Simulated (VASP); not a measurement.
Input of a VASP 6.6.1 run:

File INCAR:

```
PREC = Accurate
ENCUT = 520
EDIFF = 1E-6
ISMEAR = -1
SIGMA = 0.02
LREAL = False
LASPH = True
NELM = 80
ALGO = Normal
ISIF = 2
LWAVE = False
LCHARG = False
GGA = PE
NBANDS = 18
```

KPOINTS

```
Automatic mesh
0
Gamma
  12 12 6
```

Contents of POSCAR:

```
PtS2
1.0
    3.4574137688      0.0000000000      0.0000000000
   -1.7287068844      2.9942081552      0.0000000000
    0.0000000000      0.0000000000      4.9855387530
Pt S
1 2
Direct
    0.0000000000      0.0000000000      0.0000000000
    0.3333333333      0.6666666667      0.2539826230
    0.6666666667      0.3333333333      0.7460173770
```

Potentials or basis: VASP PAW PBE potentials, release 64 (Pt, S).

Command:

```bash
$ cat potpaw_PBE.64/Pt/POTCAR potpaw_PBE.64/S/POTCAR > POTCAR
$ mpirun -np 1 vasp_std > vasp.out
```

(1) What does it give for the pressure?

(2) Estimate the band gap on the k mesh.

(3) Predict the largest force.

## Answers

(1) 10.5 GPa.

(2) 0.57 eV, indirect (least direct gap 0.81 eV).

(3) 0.101 eV/Å.

Caveat: the cell differs from its parent crystal (strain -2.7%); spin-orbit coupling is left out, which moves the levels of the heavy elements.
